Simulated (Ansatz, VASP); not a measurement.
Two plane-wave programs on ZnS

```
CELL_PARAMETERS angstrom
3.84407 0.00000 0.00000
-1.92203 3.32906 0.00000
0.00000 0.00000 6.43074
ATOMIC_POSITIONS crystal
Zn 0.33333 0.66667 0.00170
Zn 0.66667 0.33333 0.50170
S 0.33333 0.66667 0.37330
S 0.66667 0.33333 0.87330
```

Alike in both runs: task single point; functional PBE; k mesh 12 × 12 × 4; occupations gaussian, width 0.02 eV; no spin polarisation.

```csv
,VASP,Ansatz
version,VASP 6.6.1,Ansatz 0.2.0
potentials or method,"VASP PAW PBE potentials, release 64 (Zn, S), cutoff 520 eV","scalar-relativistic, plane waves, PAW"
valence electrons in the cell,36,36
```

```tsv
	VASP	Ansatz	Ansatz less VASP
gap on the k mesh at the Fermi level (eV)	1.94	1.94	-0.003
least direct gap on the mesh (eV)	1.94	1.94	-0.003
pressure (GPa)	-1.1	-1.3	-0.14
traceless stress, the component that is largest in VASP (GPa)	-1.28	-1.27	+0.004
```

With one functional, cell and mesh, what is left measures potentials, basis and numerics.
